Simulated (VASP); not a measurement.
# BaOs (P-6m2) in VASP: single point with PBE

Aim: the single point of BaOs with PBE.

All numbers are computed with VASP 6.6.1; they aren't measurements. Logs are shortened: lines on timing, memory, paths and dates and some standing lists are left out, and cuts for length are marked.

### 1 The cell of the first run

It takes space group P-6m2 (No. 187, hexagonal). Conventional cell: a = 3.533 Å, b = 3.533 Å, c = 5.077 Å, α = 90.00°, β = 90.00°, γ = 120.00°. Ba (site symmetry -6m2) has 6 Os at 3.26 Å and 6 Ba at 3.53 Å within 4.3 Å. Within 4.3 Å of Os (site symmetry -6m2) lie 6 Ba at 3.26 Å and 6 Os at 3.53 Å.

The cell was generated, and may not be a known phase.

### 2 Single point, PBE

The input, INCAR:

```
SYSTEM = BaOs
ALGO     = Normal         ! electronic algorithm
EDIFF    = 1E-6           ! SCF threshold, eV
ENCUT    = 560            ! plane-wave cutoff, eV
GGA      = PE             ! functional
GGA_COMPAT= .FALSE.      
ISIF     = 2              ! what is computed and relaxed
ISMEAR   = 0              ! smearing method
LASPH    = .TRUE.         ! aspherical terms in the spheres
LCHARG   = .FALSE.        ! write CHGCAR
LREAL    = .FALSE.        ! projectors in reciprocal space
LWAVE    = .FALSE.        ! write WAVECAR
NBANDS   = 20             ! bands
NELM     = 120            ! most SCF steps
PREC     = Accurate       ! precision mode
SIGMA    = 0.1            ! smearing width, eV
```

The input, KPOINTS:

```
k-points
0
G
  6 6 4
  0 0 0
```

The input, POSCAR:

```
BaOs
1.0
    3.5328614900      0.0000000000      0.0000000000
   -1.7664307400      3.0595478000      0.0000000000
    0.0000000000      0.0000000000      5.0769586000
Ba Os
1 1
Direct
    0.3333333300      0.6666666700      0.5000000000
    0.0000000000      0.0000000000      0.0000000000
```

Potentials or basis: VASP PAW PBE potentials, release 64 (Ba_sv, Os_sv_GW).

Launch:

```bash
$ cat potpaw_PBE.64/Ba_sv/POTCAR potpaw_PBE.64/Os_sv_GW/POTCAR > POTCAR
$ mpirun -np 1 vasp_std > vasp.out
```

OUTCAR:

```text
SYSTEM = BaOs
   EDIFF = 1E-6
   ENCUT = 560
   GGA = PE
   ISIF = 2
   ISMEAR = 0
   LASPH = .TRUE.
   LREAL = .FALSE.
   NELM = 120
   PREC = Accurate

 ion  position               nearest neighbor table
   1  0.333  0.667  0.500-   2 3.26   2 3.26   2 3.26   2 3.26   2 3.26   2 3.26
   2  0.000  0.000  0.000-   1 3.26   1 3.26   1 3.26   1 3.26   1 3.26   1 3.26

  LATTYP: Found a hexagonal cell.
 ALAT       =     3.5328614900
 C/A-ratio  =     1.4370669822

  Lattice vectors:

 A1 = (   3.5328614900,   0.0000000000,   0.0000000000)
 A2 = (  -1.7664307400,   3.0595478000,   0.0000000000)
 A3 = (   0.0000000000,   0.0000000000,   5.0769586000)

Analysis of symmetry for initial positions (statically):
=====================================================================
 Subroutine PRICEL returns:
 Original cell was already a primitive cell.

 Routine SETGRP: Setting up the symmetry group for a
 hexagonal supercell.

 Subroutine GETGRP returns: Found 12 space group operations
 (whereof 12 operations were pure point group operations)
 out of a pool of 24 trial point group operations.

The static configuration has the point symmetry D_3h.

Analysis of symmetry for dynamics (positions and initial velocities):
=====================================================================
 Subroutine PRICEL returns:
 Original cell was already a primitive cell.

 Routine SETGRP: Setting up the symmetry group for a
 hexagonal supercell.

 Subroutine GETGRP returns: Found 12 space group operations
 (whereof 12 operations were pure point group operations)
 out of a pool of 24 trial point group operations.

The dynamic configuration has the point symmetry D_3h.

 Subroutine INISYM returns: Found 12 space group operations
 (whereof 12 operations are pure point group operations),
 and found     1 'primitive' translations

----------------------------------------------------------------------------------------

                                     Primitive cell

  volume of cell :      54.8766

  direct lattice vectors                    reciprocal lattice vectors
     3.532861490  0.000000000  0.000000000     0.283056667  0.163422843  0.000000000
    -1.766430740  3.059547800  0.000000000     0.000000000  0.326845686  0.000000000
     0.000000000  0.000000000  5.076958600     0.000000000  0.000000000  0.196968319

  length of vectors
     3.532861490  3.532861489  5.076958600     0.326845686  0.326845686  0.196968319

  position of ions in fractional coordinates (direct lattice)
     0.333333330  0.666666670  0.500000000
     0.000000000  0.000000000  0.000000000

  ion indices of the primitive-cell ions
   primitive index   ion index
                 1           1
                 2           2

----------------------------------------------------------------------------------------

 KPOINTS: k-points

Automatic generation of k-mesh.
 Grid dimensions read from file:
 generate k-points for:    6    6    4

 Generating k-lattice:

  Cartesian coordinates                     Fractional coordinates (reciprocal lattice)
     0.047176111  0.027237140  0.000000000     0.166666667  0.000000000  0.000000000
     0.000000000  0.054474281  0.000000000     0.000000000  0.166666667  0.000000000
     0.000000000  0.000000000  0.049242080     0.000000000  0.000000000  0.250000000

  Length of vectors
     0.054474281  0.054474281  0.049242080

  Shift w.r.t. Gamma in fractional coordinates (k-lattice)
     0.000000000  0.000000000  0.000000000

 Subroutine IBZKPT returns following result:
 ===========================================

 Found     21 irreducible k-points:

 Following reciprocal coordinates:
            Coordinates               Weight
  0.000000  0.000000  0.000000      1.000000
  0.166667  0.000000  0.000000      6.000000
  0.333333  0.000000  0.000000      6.000000
  0.500000 -0.000000  0.000000      3.000000
  0.166667  0.166667  0.000000      6.000000
  0.333333  0.166667  0.000000     12.000000
[... 13 lines left out ...]
  0.333333  0.166667  0.500000     12.000000
  0.333333  0.333333  0.500000      2.000000
   k-points           NKPTS =     21   k-points in BZ     NKDIM =     21   number of bands    NBANDS=     20
   number of dos      NEDOS =    301   number of ions     NIONS =      2
   total plane-waves  NPLWV =  31360
   dimension x,y,z NGX =    28 NGY =   28 NGZ =   40
   dimension x,y,z NGXF=    56 NGYF=   56 NGZF=   80
   ions per type =               1   1
   NGX,Y,Z   is equivalent  to a cutoff of  13.18, 13.18, 13.10 a.u.
   NGXF,Y,Z  is equivalent  to a cutoff of  26.35, 26.35, 26.20 a.u.
 SYSTEM =  BaOs
   PREC   = accura    normal or accurate (medium, high low for compatibility)
   ISTART =      0    job   : 0-new  1-cont  2-samecut
   ICHARG =      2    charge: 1-file 2-atom 10-const
   ISPIN  =      1    spin polarized calculation?
   LNONCOLLINEAR =      F non collinear calculations
   LSORBIT =      F    spin-orbit coupling
   LASPH  =      T    aspherical Exc in radial PAW
   ENCUT  =  560.0 eV  41.16 Ry    6.42 a.u.   6.82  6.82  9.80*2*pi/ulx,y,z
   NELM   =    120;   NELMIN=  2; NELMDL= -5     # of ELM steps
   EDIFF  = 0.1E-05   stopping-criterion for ELM
   LREAL  =      F    real-space projection
   EDIFFG = 0.1E-04   stopping-criterion for IOM
   NSW    =      0    number of steps for IOM
   IBRION =     -1    ionic relax: 0-MD 1-quasi-New 2-CG
   NFREE  =      0    steps in history (QN), initial steepest desc. (CG)
   ISIF   =      2    stress and relaxation
   ISYM   =      2    0-nonsym 1-usesym 2-fastsym
   POTIM  = 0.5000    time-step for ionic-motion
   TEBEG  =    0.0;   TEEND  =   0.0 temperature during run
   PSTRESS=    0.0 pullay stress
   NELECT =      26.0000    total number of electrons
   NUPDOWN=      -1.0000    fix difference up-down
   EMIN   =  10.00;   EMAX   =-10.00  energy-range for DOS
   EFERMI =   0.00;   METHOD = LEGACY
   ISMEAR =     0;   SIGMA  =   0.10  broadening in eV -4-tet -1-fermi 0-gaus
   EFERMI_NEDOS =   21; number of points for ismear=-14 and -15
   IALGO  =     38    algorithm
   IMIX   =      4    mixing-type and parameters
     AMIX     =   0.40;   BMIX     =  1.00
     AMIX_MAG =   1.60;   BMIX_MAG =  1.00
  volume/ion in A,a.u.               =      27.44       185.16
  Fermi-wavevector in a.u.,A,eV,Ry     =   1.276253  2.411769 22.161466  1.628822
  Thomas-Fermi vector in A             =   2.408920
   LORBIT       =      0    0 simple, 1 ext, 2 COOP (PROOUT), +10 PAW based schemes
   GGA     = PE    functional components
   LHFCALC =     F    Hartree Fock is set to
   AEXX    =    0.0000 exact exchange contribution
   IVDW    =     0    specifies the selected vdW correction
   LEPSILON=     F    determine dielectric tensor
   LRPA    =     F    only Hartree local field effects (RPA)
 non-spin polarized calculation
 Gauss-broadening in eV      SIGMA  =   0.10
  energy-cutoff  :      560.00
  volume of cell :       54.88
 maximum number of plane-waves:      1666
 NGX is ok and might be reduce to    28
   NGX = 13   NGY = 13   NGZ = 19

 number of electron      26.0000000 magnetization

 Free energy of the ion-electron system (eV)
  ---------------------------------------------------
  ext. energy  EPLUGINS =         0.00000000
  ---------------------------------------------------
  free energy    TOTEN  =       -10.86025537 eV

  energy without entropy =      -10.83924196  energy(sigma->0) =      -10.84974866

 E-fermi :   4.7618     XC(G=0): -10.5828

 val. band max:        4.7405166985   @ k =   0.1667   0.0000   0.2500
 cond. band min:       4.7762808465   @ k =   0.0000   0.0000   0.0000
 fundamental gap:      0.0357641479
 Fermi energy:         4.7618319099

 k-point     1 :       0.0000    0.0000    0.0000
  band No.  band energies     occupation
      1     -80.1077      2.00000
      2     -39.5788      2.00000
      3     -39.5788      2.00000
      4     -39.2497      2.00000
      5     -22.8215      2.00000
      6      -7.9488      2.00000
[... 12 lines left out ...]
     19      12.0109      0.00000
     20      12.0109      0.00000

 k-point     2 :       0.1667    0.0000    0.0000
  band No.  band energies     occupation
      1     -80.1071      2.00000
      2     -39.5883      2.00000
      3     -39.5810      2.00000
      4     -39.2483      2.00000
      5     -22.7202      2.00000
      6      -7.8485      2.00000
[... 12 lines left out ...]
     19      12.0537      0.00000
     20      13.6402      0.00000

 k-point     3 :       0.3333    0.0000    0.0000
  band No.  band energies     occupation
      1     -80.1068      2.00000
      2     -39.6082      2.00000
      3     -39.5863      2.00000
      4     -39.2460      2.00000
      5     -22.5068      2.00000
      6      -8.8554      2.00000
[... 12 lines left out ...]
     19      12.0979      0.00000
     20      12.3320      0.00000

 k-point     4 :       0.5000   -0.0000    0.0000
  band No.  band energies     occupation
      1     -80.1067      2.00000
      2     -39.6184      2.00000
      3     -39.5889      2.00000
      4     -39.2449      2.00000
      5     -22.3940      2.00000
      6      -9.3919      2.00000
[... 12 lines left out ...]
     19      13.5744      0.00000
     20      13.8840      0.00000

 k-point     5 :       0.1667    0.1667    0.0000
  band No.  band energies     occupation
      1     -80.1070      2.00000
      2     -39.6016      2.00000
      3     -39.5868      2.00000
      4     -39.2467      2.00000
      5     -22.5618      2.00000
      6      -8.4482      2.00000
[... 12 lines left out ...]
     19      11.4892      0.00000
     20      13.0685      0.00000

 k-point     6 :       0.3333    0.1667    0.0000
  band No.  band energies     occupation
      1     -80.1066      2.00000
      2     -39.6132      2.00000
      3     -39.5939      2.00000
      4     -39.2448      2.00000
      5     -22.3949      2.00000
      6      -9.1159      2.00000
[... 12 lines left out ...]
     19      10.9655      0.00000
     20      12.0489      0.00000

 k-point     7 :       0.3333    0.3333    0.0000
  band No.  band energies     occupation
      1     -80.1065      2.00000
      2     -39.6071      2.00000
      3     -39.6064      2.00000
      4     -39.2442      2.00000
      5     -22.3380      2.00000
      6      -8.7729      2.00000
[... 12 lines left out ...]
     19      10.3351      0.00000
     20      10.4073      0.00000
[... 208 lines left out ...]
 k-point    17 :       0.3333    0.0000    0.5000
  band No.  band energies     occupation
      1     -80.1069      2.00000
      2     -39.6081      2.00000
      3     -39.5866      2.00000
      4     -39.2465      2.00000
      5     -22.5025      2.00000
      6      -8.8034      2.00000
[... 12 lines left out ...]
     19      10.6621      0.00000
     20      12.0091      0.00000

 k-point    18 :       0.5000   -0.0000    0.5000
  band No.  band energies     occupation
      1     -80.1067      2.00000
      2     -39.6182      2.00000
      3     -39.5890      2.00000
      4     -39.2451      2.00000
      5     -22.3936      2.00000
      6      -9.3326      2.00000
[... 12 lines left out ...]
     19      12.5595      0.00000
     20      12.7383      0.00000

 k-point    19 :       0.1667    0.1667    0.5000
  band No.  band energies     occupation
      1     -80.1069      2.00000
      2     -39.6014      2.00000
      3     -39.5867      2.00000
      4     -39.2472      2.00000
      5     -22.5556      2.00000
      6      -8.4036      2.00000
[... 12 lines left out ...]
     19      10.4208      0.00000
     20      11.9214      0.00000

 k-point    20 :       0.3333    0.1667    0.5000
  band No.  band energies     occupation
      1     -80.1065      2.00000
      2     -39.6132      2.00000
      3     -39.5937      2.00000
      4     -39.2450      2.00000
      5     -22.3944      2.00000
      6      -9.0644      2.00000
[... 12 lines left out ...]
     19      11.3116      0.00000
     20      13.8363      0.00000

 k-point    21 :       0.3333    0.3333    0.5000
  band No.  band energies     occupation
      1     -80.1065      2.00000
      2     -39.6071      2.00000
      3     -39.6065      2.00000
      4     -39.2443      2.00000
      5     -22.3393      2.00000
      6      -8.6919      2.00000
[... 12 lines left out ...]
     19      11.5484      0.00000
     20      13.9058      0.00000

------------------------ aborting loop because EDIFF is reached ----------------------------------------

  FORCE on cell =-STRESS in cart. coord.  units (eV):
  Direction    XX          YY          ZZ          XY          YZ          ZX
  --------------------------------------------------------------------------------------
  -------------------------------------------------------------------------------------
  Total       -1.6740858     -1.6740858     -1.0677247     -0.0000000      0.0000000     -0.0000000
  in kB      -48.8765798    -48.8765799    -31.1732714     -0.0000001      0.0000000     -0.0000000
  external PRESSURE =     -42.9754770 kB  Pullay stress =       0.0000000 kB

 VOLUME and BASIS-vectors are now :
 -----------------------------------------------------------------------------
  energy-cutoff  :      560.00
  volume of cell :       54.88
      direct lattice vectors                 reciprocal lattice vectors
     3.532861490  0.000000000  0.000000000     0.283056667  0.163422843  0.000000000
    -1.766430740  3.059547800  0.000000000     0.000000000  0.326845686  0.000000000
     0.000000000  0.000000000  5.076958600     0.000000000  0.000000000  0.196968319

 POSITION                                       TOTAL-FORCE (eV/Angst)
 -----------------------------------------------------------------------------------
     -0.00000      2.03970      2.53848         0.000000      0.000000      0.000000
      0.00000      0.00000      0.00000        -0.000000     -0.000000      0.000000
 -----------------------------------------------------------------------------------
    total drift:                                0.000008     -0.000005     -0.000000

  FREE ENERGIE OF THE ION-ELECTRON SYSTEM (eV)
  ---------------------------------------------------
  free  energy   TOTEN  =       -10.8602553659 eV

  energy  without entropy=      -10.8392419629  energy(sigma->0) =      -10.84974866
```

It took 17 s on 1 thread of AMD EPYC 9R45 (Zen 5), shared host; peak memory 0.17 GiB.

What came out:

```yaml
Free_energy: -10.8603 eV
Pressure: -4.3 GPa
Band_gap_on_the_k_mesh: zero (bands 13 and 14 overlap by 0.83 eV)
```

Levels at points of the mesh, in eV from the Fermi level:
| k point | band 11 | band 12 | band 13 | band 14 | band 15 | band 16 |
| --- | --- | --- | --- | --- | --- | --- |
| (0.00, 0.00, 0.00) | -0.61 | -0.61 | 0.01 | 0.01 | 1.91 | 3.33 |
| (0.50, 0.00, 0.00) | -1.32 | -0.57 | 0.69 | 0.92 | 1.78 | 1.83 |
| (0.00, 0.00, 0.50) | -0.76 | -0.57 | -0.20 | -0.12 | -0.12 | 2.73 |
| (0.50, 0.00, 0.50) | -1.29 | 0.07 | 0.25 | 0.90 | 1.50 | 2.43 |

Caveat: the cell stands under tension; spin-orbit coupling is left out, which moves the levels of the heavy elements.

The gap in the log of VASP goes by the Fermi energy; the results here count the filled bands.